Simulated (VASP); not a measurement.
Input of a VASP 6.6.1 run:

POSCAR

```
HgS2
1.0
    6.9043149583      0.0000000000      0.0000000000
    0.0000000000      6.9043149583      0.0000000000
    0.0000000000      0.0000000000      3.6100370725
Hg S
2 4
Direct
    0.0000000000      0.0000000000      0.0000000000
    0.5000000000      0.5000000000      0.5000000000
    0.3373255616      0.3373255616      0.0000000000
    0.1626744384      0.8373255616      0.5000000000
    0.6626744384      0.6626744384      0.0000000000
    0.8373255616      0.1626744384      0.5000000000
```

File INCAR.step1:

```
PREC     = Accurate       # precision mode
ENCUT    = 520            # plane-wave cutoff, eV
ISMEAR   = 0              # smearing method
SIGMA    = 0.01           # smearing width, eV
LREAL    = F              # projectors in reciprocal space
LASPH    = T              # aspherical terms in the spheres
NELM     = 60             # most SCF steps
NBANDS   = 33             # bands
GGA      = PE             # functional
ALGO     = Normal         # electronic algorithm
EDIFF    = 1E-4           # SCF threshold, eV
LWAVE    = T              # write WAVECAR
LCHARG   = F              # write CHGCAR
```

File INCAR.step2:

```
PREC     = Accurate       # precision mode
ENCUT    = 520            # plane-wave cutoff, eV
EDIFF    = 1E-6           # SCF threshold, eV
ISMEAR   = 0              # smearing method
SIGMA    = 0.01           # smearing width, eV
LREAL    = F              # projectors in reciprocal space
LASPH    = T              # aspherical terms in the spheres
NELM     = 60             # most SCF steps
ALGO     = Normal         # electronic algorithm
ISIF     = 2              # what is computed and relaxed
LWAVE    = F              # write WAVECAR
LCHARG   = F              # write CHGCAR
METAGGA  = R2SCAN         # meta-GGA
LMIXTAU  = T            
NBANDS   = 33             # bands
ISTART   = 1
```

Contents of KPOINTS:

```
regular mesh
0
Gamma
  6 6 10
```

Potentials or basis: VASP PAW PBE potentials, release 64 (Hg, S).

Launch:

```console
$ cat potpaw_PBE.64/Hg/POTCAR potpaw_PBE.64/S/POTCAR > POTCAR
$ cp INCAR.step1 INCAR
$ mpirun -np 1 vasp_std > vasp.out
$ cp INCAR.step2 INCAR
$ mpirun -np 1 vasp_std > vasp.out
```

What does it give for the largest force?

0.100 eV/Å.

Estimate the pressure.

0.5 GPa.

What does it give for the band gap on the k mesh?

0.34 eV, indirect (least direct gap 0.60 eV).

Forces in eV/Å, atoms in the order of the input:
```
Hg   0.000  0.000  0.000
Hg   0.000  0.000  0.000
S   -0.071 -0.071  0.000
S    0.071 -0.071  0.000
S    0.071  0.071  0.000
S   -0.071  0.071  0.000
```

Caveat: the PAW data sets were made with another functional, which shifts forces and pressure a little; spin-orbit coupling is left out, which moves the levels of the heavy elements. A k mesh can miss the band edges.
